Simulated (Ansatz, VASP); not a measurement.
**Pd: VASP beside Ansatz**

```
Pd
1.0
     0.00000    2.04215    1.84766
     2.04215    0.00000    1.84766
     2.04215    2.04215    0.00000
Pd
1
Direct
  0.00000 0.00000 0.00000
```

Change from the starting cell: strain +0.050 along x and y, -0.050 along z, atoms carried along.

Alike in both runs: task single point; functional PBEsol; k mesh 20 × 20 × 20; occupations gaussian, width 0.15 eV; no spin polarisation.

```csv
,VASP,Ansatz
version,VASP 6.6.1,Ansatz 0.2.0
potentials or method,"VASP PAW PBE potentials, release 64 (Pd), cutoff 520 eV","scalar-relativistic, plane waves, PAW"
valence electrons in the cell,10,18
```

VASP gave:

| Quantity | Value |
| --- | --- |
| gap on the k mesh at the Fermi level (eV) | none |
| pressure (GPa) | -9.9 |
| traceless stress, the component that is largest in VASP (GPa) | 1.92 |

Problem. Estimate Ansatz's values.

Solution. gap on the k mesh at the Fermi level (eV): none; pressure (GPa): -9.6; traceless stress, the component that is largest in VASP (GPa): 1.93.

VASP's potentials were made for PBE, not for PBEsol. A gap of «none» marks a metal or a gap that the smearing closes. With one functional, cell and mesh, what is left measures potentials, basis and numerics. VASP's potentials hold 10 valence electrons a cell and Ansatz's 18, so a difference there can come from the potentials and not from the codes.
